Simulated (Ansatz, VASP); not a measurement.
## WSe2 in VASP and in Ansatz

INCAR

```
SYSTEM = WSe2
PREC = Accurate
ENCUT = 520
EDIFF = 1E-7
ISMEAR = -1
SIGMA = 0.02
LREAL = .False.
LASPH = .True.
NELM = 100
ALGO = Normal
ISIF = 2
LWAVE = .False.
LCHARG = .False.
GGA = PE
NBANDS = 35
```

File KPOINTS:

```
Automatic mesh
0
Gamma
  12 12 2
  0 0 0
```

Contents of POSCAR:

```
WSe2
1.0
    3.2997376807      0.0000000000      0.0000000000
   -1.6498688403      2.8576566573      0.0000000000
    0.0000000000      0.0000000000     12.8801284406
W Se
2 4
Direct
    0.6666666667      0.3333333333      0.2500259670
    0.3333333333      0.6666666667      0.7499740330
    0.3333333333      0.6666666667      0.3790873480
    0.6666666667      0.3333333333      0.8790366953
    0.3333333333      0.6666666667      0.1209633047
    0.6666666667      0.3333333333      0.6209126520
```

Input for Ansatz:

```yaml
crystal:
  lattice:
    - [3.2997376807, 0.0, 0.0]
    - [-1.6498688403, 2.8576566573, 0.0]
    - [0.0, 0.0, 12.8801284406]
  atoms:
    - { symbol: W, position: [0.6666666667, 0.3333333333, 0.250025967] }
    - { symbol: W, position: [0.3333333333, 0.6666666667, 0.749974033] }
    - { symbol: Se, position: [0.3333333333, 0.6666666667, 0.379087348] }
    - { symbol: Se, position: [0.6666666667, 0.3333333333, 0.8790366953] }
    - { symbol: Se, position: [0.3333333333, 0.6666666667, 0.1209633047] }
    - { symbol: Se, position: [0.6666666667, 0.3333333333, 0.620912652] }
kpoints:
  mp_grid: { grid: [12, 12, 2] }
  band_path:
    path:
      - [0.0, 0.0, 0.0]
      - [0.5, 0.0, 0.0]
      - [0.3333333333, 0.3333333333, 0.0]
      - [0.0, 0.0, 0.5]
      - [0.5, 0.0, 0.5]
      - [0.3333333333, 0.3333333333, 0.5]
      - [0.182292, 0.179687, 0.0]
    npoints: 1
hamiltonian:
  xc: pbe
scf:
  occupations: { method: fermi_dirac, width: 0.02 }
  n_extra_bands: 5
output:
  forces: true
  stress: true
  eigenvalues: true
```

Change from the starting cell: uniaxial_z strain -2.0%.

Alike in both runs: task single point; functional PBE; k mesh 12 × 12 × 2; occupations fermi-dirac, width 0.02 eV; no spin polarisation.

|  | VASP | Ansatz |
| --- | --- | --- |
| version | VASP 6.6.1 | Ansatz 0.2.0 |
| potentials or method | VASP PAW PBE potentials, release 64 (W_sv, Se) | plane waves, PAW |
| plane-wave cutoff (eV) | 520 | 420 |
| valence electrons in the cell | 52 | 92 |

Ansatz gave:

* gap on the k mesh at the Fermi level (eV): 0.95
* pressure (GPa): 4.0
* traceless stress, the component that is largest in VASP (GPa): 1.64
* rms of the force components (eV/Å): 0.134

Task: Estimate VASP's values.

Result: gap on the k mesh at the Fermi level (eV): 0.94; pressure (GPa): 4.3; traceless stress, the component that is largest in VASP (GPa): 1.73; rms of the force components (eV/Å): 0.157.

Atom by atom the forces differ by 0.023 eV/Å (rms over components). With one functional, cell and mesh, what is left measures potentials, basis and numerics. VASP's potentials hold 52 valence electrons a cell and Ansatz's 92, so a difference there can come from the potentials and not from the codes.

Spin-orbit coupling is off throughout.
